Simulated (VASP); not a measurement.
# SnSe (zincblende type) (F-43m) in VASP: further runs

SnSe (zincblende type) is run at these levels: PBE; tasks: single point, relaxation of cell and atoms.

Everything below comes from runs of VASP 6.6.1. Logs are shortened: lines on timing, memory, paths and dates and some standing lists are left out, and cuts for length are marked.

## 1. The cell of the first run

It takes space group F-43m (No. 216, cubic). The conventional cell has a = 6.529 Å, b = 6.529 Å, c = 6.529 Å, α = 90.00°, β = 90.00°, γ = 90.00°. Within 3.7 Å of Sn (site symmetry -43m) lie 4 Se at 2.83 Å. Se (site symmetry -43m) has 4 Sn at 2.83 Å within 3.7 Å.

## 2. Single point, PBE

File INCAR:

```
SYSTEM = SnSe
PREC = Accurate
ENCUT = 520
EDIFF = 1E-7
ISMEAR = -1
SIGMA = 0.05
LREAL = .FALSE.
LASPH = .TRUE.
NELM = 100
ALGO = Normal
ISIF = 2
LWAVE = .FALSE.
LCHARG = .FALSE.
GGA = PE
NBANDS = 17
```

File KPOINTS:

```
regular mesh
0
G
  11 11 11
  0 0 0
```

File POSCAR:

```
SnSe
1.0
    0.0000000000      3.2646889441      3.2646889441
    3.2646889441      0.0000000000      3.2646889441
    3.2646889441      3.2646889441      0.0000000000
Sn Se
1 1
Direct
    0.0000000000      0.0000000000      0.0000000000
    0.2500000000      0.2500000000      0.2500000000
```

Potentials or basis: VASP PAW PBE potentials, release 64 (Sn_d, Se).

Started as:

```console
cat potpaw_PBE.64/Sn_d/POTCAR potpaw_PBE.64/Se/POTCAR > POTCAR
mpirun -np 1 vasp_std > vasp.out
```

OUTCAR:

```text
SYSTEM = SnSe
   PREC = Accurate
   ENCUT = 520
   EDIFF = 1E-7
   ISMEAR = -1
   LREAL = .FALSE.
   LASPH = .TRUE.
   NELM = 100
   ISIF = 2
   GGA = PE

 ion  position               nearest neighbor table
   1  0.000  0.000  0.000-   2 2.83   2 2.83   2 2.83   2 2.83
   2  0.250  0.250  0.250-   1 2.83   1 2.83   1 2.83   1 2.83

  LATTYP: Found a face centered cubic cell.
 ALAT       =     6.5293778882

  Lattice vectors:

 A1 = (   0.0000000000,   3.2646889441,   3.2646889441)
 A2 = (   3.2646889441,   0.0000000000,   3.2646889441)
 A3 = (   3.2646889441,   3.2646889441,   0.0000000000)

Analysis of symmetry for initial positions (statically):
=====================================================================
 Subroutine PRICEL returns:
 Original cell was already a primitive cell.

 Routine SETGRP: Setting up the symmetry group for a
 face centered cubic supercell.

 Subroutine GETGRP returns: Found 24 space group operations
 (whereof 24 operations were pure point group operations)
 out of a pool of 48 trial point group operations.

The static configuration has the point symmetry T_d .

Analysis of symmetry for dynamics (positions and initial velocities):
=====================================================================
 Subroutine PRICEL returns:
 Original cell was already a primitive cell.

 Routine SETGRP: Setting up the symmetry group for a
 face centered cubic supercell.

 Subroutine GETGRP returns: Found 24 space group operations
 (whereof 24 operations were pure point group operations)
 out of a pool of 48 trial point group operations.

The dynamic configuration has the point symmetry T_d .

 Subroutine INISYM returns: Found 24 space group operations
 (whereof 24 operations are pure point group operations),
 and found     1 'primitive' translations

----------------------------------------------------------------------------------------

                                     Primitive cell

  volume of cell :      69.5914

  direct lattice vectors                    reciprocal lattice vectors
     0.000000000  3.264688944  3.264688944    -0.153153948  0.153153948  0.153153948
     3.264688944  0.000000000  3.264688944     0.153153948 -0.153153948  0.153153948
     3.264688944  3.264688944  0.000000000     0.153153948  0.153153948 -0.153153948

  length of vectors
     4.616967382  4.616967382  4.616967382     0.265270419  0.265270419  0.265270419

  position of ions in fractional coordinates (direct lattice)
     0.000000000  0.000000000  0.000000000
     0.250000000  0.250000000  0.250000000

  ion indices of the primitive-cell ions
   primitive index   ion index
                 1           1
                 2           2

----------------------------------------------------------------------------------------

 KPOINTS: regular mesh

Automatic generation of k-mesh.
 Grid dimensions read from file:
 generate k-points for:   11   11   11

 Generating k-lattice:

  Cartesian coordinates                     Fractional coordinates (reciprocal lattice)
    -0.013923086  0.013923086  0.013923086     0.090909091  0.000000000  0.000000000
     0.013923086 -0.013923086  0.013923086     0.000000000  0.090909091  0.000000000
     0.013923086  0.013923086 -0.013923086     0.000000000  0.000000000  0.090909091

  Length of vectors
     0.024115493  0.024115493  0.024115493

  Shift w.r.t. Gamma in fractional coordinates (k-lattice)
     0.000000000  0.000000000  0.000000000

 Subroutine IBZKPT returns following result:
 ===========================================

 Found     56 irreducible k-points:

 Following reciprocal coordinates:
            Coordinates               Weight
  0.000000  0.000000  0.000000      1.000000
  0.090909  0.000000  0.000000      8.000000
  0.181818  0.000000  0.000000      8.000000
  0.272727  0.000000  0.000000      8.000000
  0.363636  0.000000  0.000000      8.000000
  0.454545  0.000000  0.000000      8.000000
[... 16 lines left out ...]
 -0.272727  0.181818  0.000000     24.000000
 -0.181818  0.181818  0.000000     12.000000
 [... further k-points ...]
   k-points           NKPTS =     56   k-points in BZ     NKDIM =     56   number of bands    NBANDS=     17
   number of dos      NEDOS =    301   number of ions     NIONS =      2
   total plane-waves  NPLWV =  46656
   dimension x,y,z NGX =    36 NGY =   36 NGZ =   36
   dimension x,y,z NGXF=    72 NGYF=   72 NGZF=   72
   ions per type =               1   1
   NGX,Y,Z   is equivalent  to a cutoff of  12.96, 12.96, 12.96 a.u.
   NGXF,Y,Z  is equivalent  to a cutoff of  25.93, 25.93, 25.93 a.u.
 SYSTEM =  SnSe
   PREC   = accura    normal or accurate (medium, high low for compatibility)
   ISTART =      0    job   : 0-new  1-cont  2-samecut
   ICHARG =      2    charge: 1-file 2-atom 10-const
   ISPIN  =      1    spin polarized calculation?
   LNONCOLLINEAR =      F non collinear calculations
   LSORBIT =      F    spin-orbit coupling
   LASPH  =      T    aspherical Exc in radial PAW
   ENCUT  =  520.0 eV  38.22 Ry    6.18 a.u.   8.58  8.58  8.58*2*pi/ulx,y,z
   NELM   =    100;   NELMIN=  2; NELMDL= -5     # of ELM steps
   EDIFF  = 0.1E-06   stopping-criterion for ELM
   LREAL  =      F    real-space projection
   EDIFFG = 0.1E-05   stopping-criterion for IOM
   NSW    =      0    number of steps for IOM
   IBRION =     -1    ionic relax: 0-MD 1-quasi-New 2-CG
   NFREE  =      0    steps in history (QN), initial steepest desc. (CG)
   ISIF   =      2    stress and relaxation
   ISYM   =      2    0-nonsym 1-usesym 2-fastsym
   POTIM  = 0.5000    time-step for ionic-motion
   TEBEG  =    0.0;   TEEND  =   0.0 temperature during run
   PSTRESS=    0.0 pullay stress
   NELECT =      20.0000    total number of electrons
   NUPDOWN=      -1.0000    fix difference up-down
   EMIN   =  10.00;   EMAX   =-10.00  energy-range for DOS
   EFERMI =   0.00;   METHOD = LEGACY
   ISMEAR =    -1;   SIGMA  =   0.05  broadening in eV -4-tet -1-fermi 0-gaus
   EFERMI_NEDOS =   21; number of points for ismear=-14 and -15
   IALGO  =     38    algorithm
   IMIX   =      4    mixing-type and parameters
     AMIX     =   0.40;   BMIX     =  1.00
     AMIX_MAG =   1.60;   BMIX_MAG =  1.00
  volume/ion in A,a.u.               =      34.80       234.81
  Fermi-wavevector in a.u.,A,eV,Ry     =   1.080355  2.041574 15.880261  1.167166
  Thomas-Fermi vector in A             =   2.216344
   LORBIT       =      0    0 simple, 1 ext, 2 COOP (PROOUT), +10 PAW based schemes
   GGA     = PE    functional components
   LHFCALC =     F    Hartree Fock is set to
   AEXX    =    0.0000 exact exchange contribution
   IVDW    =     0    specifies the selected vdW correction
   LEPSILON=     F    determine dielectric tensor
   LRPA    =     F    only Hartree local field effects (RPA)
 non-spin polarized calculation
  energy-cutoff  :      520.00
  volume of cell :       69.59
 maximum number of plane-waves:      1893
   NGX = 17   NGY = 17   NGZ = 17

 number of electron      19.9999995 magnetization

 Free energy of the ion-electron system (eV)
  ---------------------------------------------------
  ext. energy  EPLUGINS =         0.00000000
  ---------------------------------------------------
  free energy    TOTEN  =        -7.65595791 eV

  energy without entropy =       -7.65089276  energy(sigma->0) =       -7.65342534

 E-fermi :   3.8157     XC(G=0):  -8.2300

 val. band max:        3.8080196365   @ k =  -0.4545   0.4545   0.0000
 cond. band min:       3.8517651068   @ k =  -0.2727   0.4545   0.1818
 fundamental gap:      0.0437454704
 Fermi energy:         3.8156708811

 k-point     1 :       0.0000    0.0000    0.0000
  band No.  band energies     occupation
      1     -18.0035      2.00000
      2     -18.0035      2.00000
      3     -18.0035      2.00000
      4     -17.9821      2.00000
      5     -17.9821      2.00000
      6     -10.0191      2.00000
[... 9 lines left out ...]
     16      11.2473      0.00000
     17      12.4458      0.00000

 k-point     2 :       0.0909    0.0000    0.0000
  band No.  band energies     occupation
      1     -18.0039      2.00000
      2     -18.0031      2.00000
      3     -18.0030      2.00000
      4     -17.9820      2.00000
      5     -17.9820      2.00000
      6      -9.9800      2.00000
[... 9 lines left out ...]
     16      10.8822      0.00000
     17      12.1391      0.00000

 k-point     3 :       0.1818    0.0000    0.0000
  band No.  band energies     occupation
      1     -18.0053      2.00000
      2     -18.0020      2.00000
      3     -18.0020      2.00000
      4     -17.9819      2.00000
      5     -17.9819      2.00000
      6      -9.8704      2.00000
[... 9 lines left out ...]
     16      10.5107      0.00000
     17      11.8310      0.00000

 k-point     4 :       0.2727    0.0000    0.0000
  band No.  band energies     occupation
      1     -18.0070      2.00000
      2     -18.0008      2.00000
      3     -18.0008      2.00000
      4     -17.9817      2.00000
      5     -17.9817      2.00000
      6      -9.7151      2.00000
[... 9 lines left out ...]
     16      10.5048      0.00000
     17      12.2707      0.00000

 k-point     5 :       0.3636    0.0000    0.0000
  band No.  band energies     occupation
      1     -18.0085      2.00000
      2     -17.9997      2.00000
      3     -17.9997      2.00000
      4     -17.9813      2.00000
      5     -17.9813      2.00000
      6      -9.5576      2.00000
[... 9 lines left out ...]
     16      10.9283      0.00000
     17      12.4256      0.00000

 k-point     6 :       0.4545    0.0000    0.0000
  band No.  band energies     occupation
      1     -18.0095      2.00000
      2     -17.9992      2.00000
      3     -17.9992      2.00000
      4     -17.9811      2.00000
      5     -17.9811      2.00000
      6      -9.4559      2.00000
[... 9 lines left out ...]
     16      11.6199      0.00000
     17      11.6395      0.00000
[... 281 lines left out ...]
 k-point    21 :      -0.4545    0.1818    0.0000
  band No.  band energies     occupation
      1     -18.0109      2.00000
      2     -17.9982      2.00000
      3     -17.9974      2.00000
      4     -17.9821      2.00000
      5     -17.9807      2.00000
      6      -9.3656      2.00000
[... 9 lines left out ...]
     16      11.5088      0.00000
     17      12.4320      0.00000

 k-point    22 :      -0.3636    0.1818    0.0000
  band No.  band energies     occupation
      1     -18.0102      2.00000
      2     -17.9985      2.00000
      3     -17.9979      2.00000
      4     -17.9815      2.00000
      5     -17.9814      2.00000
      6      -9.4008      2.00000
[... 9 lines left out ...]
     16      11.5904      0.00000
     17      12.7147      0.00000

 k-point    23 :      -0.2727    0.1818    0.0000
  band No.  band energies     occupation
      1     -18.0092      2.00000
      2     -17.9990      2.00000
      3     -17.9989      2.00000
      4     -17.9820      2.00000
      5     -17.9812      2.00000
      6      -9.5153      2.00000
[... 9 lines left out ...]
     16      11.5334      0.00000
     17      12.8798      0.00000

 k-point    24 :      -0.1818    0.1818    0.0000
  band No.  band energies     occupation
      1     -18.0078      2.00000
      2     -18.0004      2.00000
      3     -17.9997      2.00000
      4     -17.9823      2.00000
      5     -17.9812      2.00000
      6      -9.6619      2.00000
[... 9 lines left out ...]
     16      11.0282      0.00000
     17      13.1615      0.00000

 [... further k-points ...]
[... 5 lines left out ...]
  --------------------------------------------------------------------------------------
  -------------------------------------------------------------------------------------
  Total        1.7834042      1.7834042      1.7834042      0.0000000      0.0000000      0.0000000
  in kB       41.0586756     41.0586756     41.0586756      0.0000000      0.0000000      0.0000000
  external PRESSURE =      41.0586756 kB  Pullay stress =       0.0000000 kB

 VOLUME and BASIS-vectors are now :
 -----------------------------------------------------------------------------
  energy-cutoff  :      520.00
  volume of cell :       69.59
      direct lattice vectors                 reciprocal lattice vectors
     0.000000000  3.264688944  3.264688944    -0.153153948  0.153153948  0.153153948
     3.264688944  0.000000000  3.264688944     0.153153948 -0.153153948  0.153153948
     3.264688944  3.264688944  0.000000000     0.153153948  0.153153948 -0.153153948

 POSITION                                       TOTAL-FORCE (eV/Angst)
 -----------------------------------------------------------------------------------
      0.00000      0.00000      0.00000         0.000000     -0.000000      0.000000
      1.63234      1.63234      1.63234        -0.000000      0.000000      0.000000
 -----------------------------------------------------------------------------------
    total drift:                               -0.000000     -0.000000      0.000000

  FREE ENERGIE OF THE ION-ELECTRON SYSTEM (eV)
  ---------------------------------------------------
  free  energy   TOTEN  =        -7.6559579132 eV

  energy  without entropy=       -7.6508927579  energy(sigma->0) =       -7.65342534
```

Wall time 25 s (1 thread of Intel Xeon 6975P-C (Granite Rapids), shared host); peak memory 0.23 GiB.

What came out:

| Item | Value |
| --- | --- |
| Free energy | -7.6560 eV |
| Pressure | 4.1 GPa |
| Band gap on the k mesh | zero (band 10 reaches 3.85 eV, above the bottom of band 11 at 3.63 eV) |

Levels at points of the mesh, in eV from the Fermi level:
```csv
k point,band 6,band 7,band 8,band 9,band 10,band 11,band 12,band 13,band 14,band 15
"(0.00, 0.00, 0.00)",-13.83,-5.13,-2.60,-2.60,-2.60,1.41,1.41,1.41,4.87,7.43
```

Caveat: spin-orbit coupling is left out, which moves the levels of the heavy elements.

## 3. Relaxation of cell and atoms, PBE, target pressure 4.1 GPa, at which the enthalpy is minimised

This run uses another cell than the first one, of 30.33 Å³/atom, 0.872 times its volume.

File INCAR:

```
SYSTEM = SnSe
PREC = Accurate
ENCUT = 600
EDIFF = 1E-7
ISMEAR = -1
SIGMA = 0.05
LREAL = .FALSE.
LASPH = .TRUE.
NELM = 100
ALGO = Normal
ISIF = 3
LWAVE = .FALSE.
LCHARG = .FALSE.
GGA = PE
IBRION = 2
NSW = 60
EDIFFG = -0.005
PSTRESS = 41.0
```

KPOINTS is that of step 2.

File POSCAR:

```
SnSe
1.0
    0.0000000000      3.1184456718      3.1184456718
    3.1184456718      0.0000000000      3.1184456718
    3.1184456718      3.1184456718      0.0000000000
Sn Se
1 1
Direct
    0.0000000000      0.0000000000      0.0000000000
    0.2500000000      0.2500000000      0.2500000000
```

Potentials or basis: VASP PAW PBE potentials, release 64 (Sn_d, Se).

Started as:

```console
cat potpaw_PBE.64/Sn_d/POTCAR potpaw_PBE.64/Se/POTCAR > POTCAR
mpirun -np 1 vasp_std > vasp.out
```

It took 57 s on 1 thread of Intel Xeon 6975P-C (Granite Rapids), shared host; peak memory 0.26 GiB.

It converged, with:

```
Free energy                                            : -7.6545 eV
Relaxed volume                                         : 34.78 Å³/atom
Relaxed cell                                           : a = 4.616 Å, b = 4.616 Å, c = 4.616 Å, α = 60.00°, β = 60.00°, γ = 60.00°
Space group after relaxing (to 0.05 Å)                 : F-43m (No. 216)
Energy change on relaxing (the enthalpy is what falls) : -206.5 meV/atom
Ionic steps                                            : 3
Pressure after relaxing                                : 4.1 GPa
Band gap on the k mesh                                 : zero (band 10 reaches 3.86 eV, above the bottom of band 11 at 3.63 eV)
```

Step by step:
| step | energy change (eV) | largest force (eV/Å) | pressure (GPa) | volume (Å³) |
| --- | --- | --- | --- | --- |
| 1 | 0.0000 | 0.0000 | 11.36 | 60.65 |
| 2 | -0.4871 | 0.0000 | 1.93 | 73.54 |
| 3 | -0.4130 | 0.0000 | 4.12 | 69.57 |

Final structure:
```
Sn Se
1.0
     0.00000    3.26432    3.26432
     3.26432    0.00000    3.26432
     3.26432    3.26432    0.00000
Sn Se
1 1
Direct
  0.00000 0.00000 0.00000
  0.25000 0.25000 0.25000
```

Levels at points of the mesh, in eV from the Fermi level:
```
           k point  band 7  band 8  band 9  band 10  band 11  band 12  band 13  band 14
(0.00, 0.00, 0.00)   -5.13   -2.60   -2.60    -2.60     1.41     1.41     1.41     4.87
```

Caveat: the cell is relaxed towards a set pressure, so the enthalpy falls and the energy may rise; spin-orbit coupling is left out, which moves the levels of the heavy elements.
